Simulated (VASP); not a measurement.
Wanted: the native input for a VASP 6.6.1 run.

```
Task                   : single point
Functional             : LDA
Potentials or basis    : VASP PAW LDA potentials, release 64 (Cd, H, O)
Cutoff                 : 520 eV
k mesh                 : 6 × 6 × 4
Occupations            : gaussian, width 0.01 eV
Spin                   : no spin polarisation
Dipole correction      : no
Further INCAR settings : ALGO = Normal; EDIFF = 1e-06; NBANDS = 21
```

The structure of CdH2O2 lies in POSCAR:

```
CdH2O2
1.0
    3.5155260000      0.0000000000      0.0000000000
   -1.7577630000      3.0445350000      0.0000000000
    0.0000000000      0.0000000000      4.6429790000
Cd H O
1 2 2
Direct
    0.0000000000      0.0000000000      0.0000000000
    0.6666666667      0.3333333333      0.5509610000
    0.3333333333      0.6666666667      0.4490390000
    0.6666666667      0.3333333333      0.7593720000
    0.3333333333      0.6666666667      0.2406280000
```

The input as run:

INCAR

```
SYSTEM = CdH2O2
PREC     = Accurate       ! precision mode
ENCUT    = 520            ! plane-wave cutoff, eV
EDIFF    = 1E-6           ! SCF threshold, eV
ISMEAR   = 0              ! smearing method
SIGMA    = 0.01           ! smearing width, eV
LREAL    = .FALSE.        ! projectors in reciprocal space
LASPH    = .TRUE.         ! aspherical terms in the spheres
NELM     = 100            ! most SCF steps
ALGO     = Normal         ! electronic algorithm
ISIF     = 2              ! what is computed and relaxed
LWAVE    = .FALSE.        ! write WAVECAR
LCHARG   = .FALSE.        ! write CHGCAR
NBANDS   = 21             ! bands
```

KPOINTS

```
regular mesh
0
G
  6 6 4
  0 0 0
```

Potentials or basis: VASP PAW LDA potentials, release 64 (Cd, H, O).

Launch:

```sh
$ cat potpaw_LDA.64/Cd/POTCAR potpaw_LDA.64/H/POTCAR potpaw_LDA.64/O/POTCAR > POTCAR
$ mpirun -np 1 vasp_std > vasp.out
```

It gave:

```
Pressure               : -3.1 GPa
Largest force          : 1.005 eV/Å
Band gap on the k mesh : 1.56 eV, indirect (least direct gap 1.91 eV)
```

Caveat: forces of over 1 eV/Å act on the atoms, so gaps and moduli don't describe the material at rest.

It took 13 s on 1 thread of Intel(R) Xeon(R) Platinum 8375C CPU @ 2.90GHz (Ice Lake), with other jobs on the host, peak memory 0.16 GiB.
